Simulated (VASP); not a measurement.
Runs of VASP 6.6.1 on Ga3Sb. The structure is that of space group I4/mmm (No. 139), or close to it. The cells are those of the table. 

| cell | k mesh | smearing | further INCAR settings | gap on the mesh (eV) | pressure (GPa) |
| --- | --- | --- | --- | --- | --- |
| a = 5.655 Å, angles 135.1, 135.1, 65.3°, 4 atoms | 14 × 14 × 14 | fermi-dirac 0.5 eV | ALGO = Fast; EDIFF = 1e-07; NBANDS = 30 | none | -2.5 |
| a = 5.655 Å, angles 135.1, 135.1, 65.3°, 4 atoms | 14 × 14 × 14 | gaussian 0.1 eV | ALGO = Fast; EDIFF = 1e-07; NBANDS = 30 | none | -3.4 |
| a = 5.655 Å, angles 135.1, 135.1, 65.3°, 4 atoms | 12 × 12 × 12, shifted | gaussian 0.1 eV | ALGO = Fast; EDIFF = 1e-06; NBANDS = 30 | none | -3.3 |
| a = 10.687 Å, angles 135.1, 135.1, 65.3°, 4 atoms | 4 × 4 × 4 | gaussian 0.1 eV | ALGO = Fast; EDIFF = 1e-07; NBANDS = 30 | none | (a) |

Alike in all rows: task single point; level PBEsol; potentials or basis VASP PAW PBE potentials, release 64 (Ga_d, Sb); no spin polarisation; cutoff (eV) 520.

Q: Estimate the missing entries.

A: (a) -1.0.

Caveats: the PAW data sets were made with another functional, which shifts forces and pressure a little; spin-orbit coupling is left out, which moves the levels of the heavy elements.

A k mesh can miss the band edges, and the runs leave out spin-orbit coupling on Ga, Sb.

A gap of «none» marks levels without a gap at the run's occupations.
